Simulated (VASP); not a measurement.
# Pb (P6/mmm) in VASP: a series of runs, part 3 of 3

VASP 6.6.1. Earlier steps stand in the parts before.

### Step 7. Single point, PBE (volume scaled by 1.12)

Input file INCAR:

```
SYSTEM = Pb
ALGO     = Normal         ! electronic algorithm
EDIFF    = 1E-6           ! SCF threshold, eV
ENCUT    = 520            ! plane-wave cutoff, eV
GGA      = PE             ! functional
ISIF     = 2              ! what is computed and relaxed
ISMEAR   = -1             ! smearing method
LASPH    = .True.         ! aspherical terms in the spheres
LCHARG   = .True.         ! write CHGCAR
LELF     = .True.         ! ELF
LREAL    = .False.        ! projectors in reciprocal space
LVHAR    = .True.       
LWAVE    = .False.        ! write WAVECAR
NBANDS   = 28             ! bands
NELM     = 60             ! most SCF steps
PREC     = Accurate       ! precision mode
SIGMA    = 0.1            ! smearing width, eV
```

Input file KPOINTS:

```
k-points
0
Gamma
  7 7 10
  0 0 0
```

Input file POSCAR:

```
Pb
1.0
    5.9145691493      0.0000000000      0.0000000000
   -2.9572845747      5.1221671358      0.0000000000
    0.0000000000      0.0000000000      3.5742689942
Pb
3
Direct
    0.0000000000      0.0000000000      0.0000000000
    0.3333333333      0.6666666667      0.5000000000
    0.6666666667      0.3333333333      0.5000000000
```

Potentials or basis: VASP PAW PBE potentials, release 64 (Pb_d).

The run is started by

```console
$ cat potpaw_PBE.64/Pb_d/POTCAR > POTCAR
$ mpirun -np 1 vasp_std > vasp.out
```

OUTCAR:

```text
SYSTEM = Pb
   EDIFF = 1E-6
   ENCUT = 520
   GGA = PE
   ISIF = 2
   ISMEAR = -1
   LASPH = .True.
   LREAL = .False.
   NELM = 60
   PREC = Accurate

 ion  position               nearest neighbor table
   1  0.000  0.000  0.000-   2 3.85   3 3.85   2 3.85   3 3.85   3 3.85   3 3.85   2 3.85   2 3.85
                             3 3.85   3 3.85   2 3.85   2 3.85
   2  0.333  0.667  0.500-   3 3.41   3 3.41   3 3.41   1 3.85   1 3.85   1 3.85   1 3.85   1 3.85
                             1 3.85
   3  0.667  0.333  0.500-   2 3.41   2 3.41   2 3.41   1 3.85   1 3.85   1 3.85   1 3.85   1 3.85
                             1 3.85

  LATTYP: Found a hexagonal cell.
 ALAT       =     5.9145691493
 C/A-ratio  =     0.6043160379

  Lattice vectors:

 A1 = (   5.9145691493,   0.0000000000,   0.0000000000)
 A2 = (  -2.9572845747,   5.1221671358,   0.0000000000)
 A3 = (   0.0000000000,   0.0000000000,   3.5742689942)

Analysis of symmetry for initial positions (statically):
=====================================================================
 Subroutine PRICEL returns:
 Original cell was already a primitive cell.

 Routine SETGRP: Setting up the symmetry group for a
 hexagonal supercell.

[... 163 lines left out ...]
  ---------------------------------------------------
  free energy    TOTEN  =       -10.42657431 eV

  energy without entropy =      -10.35958264  energy(sigma->0) =      -10.39307847

 E-fermi :   5.4092     XC(G=0):  -9.3709

 val. band max:        5.3851110251   @ k =   0.1429   0.1429   0.5000
 cond. band min:       5.4254514438   @ k =   0.4286   0.1429   0.1000
 fundamental gap:      0.0403404187
 Fermi energy:         5.4091875188

 k-point     1 :       0.0000    0.0000    0.0000
  band No.  band energies     occupation
      1     -11.7026      2.00000
      2     -11.5993      2.00000
      3     -11.5993      2.00000
      4     -11.5619      2.00000
      5     -11.5567      2.00000
      6     -11.5567      2.00000
[... 733 lines left out ...]
     27      10.1752      0.00000
     28      13.2236      0.00000

 [... further k-points ...]
[... 5 lines left out ...]
  --------------------------------------------------------------------------------------
  -------------------------------------------------------------------------------------
  Total       -2.0833264     -2.0833264     -2.5405649      0.0000000      0.0000000     -0.0000000
  in kB      -30.8250511    -30.8250511    -37.5903857      0.0000000      0.0000000     -0.0000000
  external PRESSURE =     -33.0801626 kB  Pullay stress =       0.0000000 kB

 VOLUME and BASIS-vectors are now :
 -----------------------------------------------------------------------------
  energy-cutoff  :      520.00
  volume of cell :      108.28
      direct lattice vectors                 reciprocal lattice vectors
     5.914569149  0.000000000  0.000000000     0.169074023  0.097614933  0.000000000
    -2.957284575  5.122167136  0.000000000     0.000000000  0.195229865  0.000000000
     0.000000000  0.000000000  3.574268994     0.000000000  0.000000000  0.279777488

 POSITION                                       TOTAL-FORCE (eV/Angst)
 -----------------------------------------------------------------------------------
      0.00000      0.00000      0.00000        -0.000000      0.000000      0.000000
     -0.00000      3.41478      1.78713         0.000000     -0.000000     -0.000000
      2.95728      1.70739      1.78713        -0.000000      0.000000      0.000000
 -----------------------------------------------------------------------------------
    total drift:                               -0.000000      0.000000     -0.000000

  FREE ENERGIE OF THE ION-ELECTRON SYSTEM (eV)
  ---------------------------------------------------
  free  energy   TOTEN  =       -10.4265743119 eV

  energy  without entropy=      -10.3595826354  energy(sigma->0) =      -10.39307847
```

OSZICAR:

```text
N       E                     dE             d eps       ncg     rms          rms(c)
DAV:   1     0.473856224142E+03    0.47386E+03   -0.20454E+04  2688   0.171E+03
DAV:   2     0.291458653168E+02   -0.44471E+03   -0.43793E+03  2704   0.454E+02
DAV:   3    -0.893791578070E+01   -0.38084E+02   -0.37590E+02  3228   0.170E+02
DAV:   4    -0.103891988358E+02   -0.14513E+01   -0.14485E+01  3112   0.394E+01
DAV:   5    -0.104577863271E+02   -0.68587E-01   -0.68585E-01  3476   0.722E+00    0.833E-01
DAV:   6    -0.104291320576E+02    0.28654E-01   -0.70032E-02  3736   0.525E+00    0.441E-01
DAV:   7    -0.104262689899E+02    0.28631E-02   -0.61147E-02  3272   0.271E+00    0.205E-01
DAV:   8    -0.104263841362E+02   -0.11515E-03   -0.40904E-03  3188   0.990E-01    0.108E-01
DAV:   9    -0.104265698225E+02   -0.18569E-03   -0.63336E-04  2972   0.265E-01    0.178E-02
DAV:  10    -0.104265717424E+02   -0.19199E-05   -0.53215E-05  3912   0.900E-02    0.743E-03
DAV:  11    -0.104265749155E+02   -0.31731E-05   -0.59753E-06  2724   0.349E-02    0.325E-03
DAV:  12    -0.104265743119E+02    0.60357E-06   -0.21656E-06  1728   0.171E-02
   1 F= -.10426574E+02 E0= -.10393078E+02  d E =-.669917E-01
```

stdout:

```text
POSCAR found type information on POSCAR Pb
 POSCAR found :  1 types and       3 ions
 scaLAPACK will be used
 LDA part: xc-table for (Slater+PW92), standard interpolation
 POSCAR, INCAR and KPOINTS ok, starting setup
 FFT: planning ... GRIDC
 FFT: planning ... GRID_SOFT
 FFT: planning ... GRID
 WAVECAR not read
 entering main loop
```

Wall time 98 s (1 thread of Intel Xeon 6975P-C, shared host); peak memory 0.29 GiB.

Results:

```yaml
Free_energy: -10.4266 eV
Pressure: -3.3 GPa
Band_gap_on_the_k_mesh: zero (band 21 reaches 7.01 eV, above the bottom of band 22 at 3.88 eV)
```

Caveat: spin-orbit coupling is left out, which moves the levels of the heavy elements.

### Step 8. Summary

| cell | gap on the mesh (eV) | pressure (GPa) |
| --- | --- | --- |
| a = 5.539, b = 5.539, c = 3.347 Å, angles 90.0, 90.0, 120.0°, 3 atoms | none | 3.9 |
| a = 5.618, b = 5.618, c = 3.395 Å, angles 90.0, 90.0, 120.0°, 3 atoms | none | 1.7 |
| a = 5.695, b = 5.695, c = 3.442 Å, angles 90.0, 90.0, 120.0°, 3 atoms | none | 0.0 |
| a = 5.770, b = 5.770, c = 3.487 Å, angles 90.0, 90.0, 120.0°, 3 atoms | none | -1.4 |
| a = 5.843, b = 5.843, c = 3.531 Å, angles 90.0, 90.0, 120.0°, 3 atoms | none | -2.4 |
| a = 5.915, b = 5.915, c = 3.574 Å, angles 90.0, 90.0, 120.0°, 3 atoms | none | -3.3 |

Alike in all rows: task single point; level PBE; potentials or basis VASP PAW PBE potentials, release 64 (Pb_d); no spin polarisation; k mesh 7 × 7 × 10; cutoff (eV) 520; smearing fermi-dirac 0.1 eV.

Caveats: spin-orbit coupling is left out, which moves the levels of the heavy elements.

Absolute energies hang on the potentials; compare differences alone.
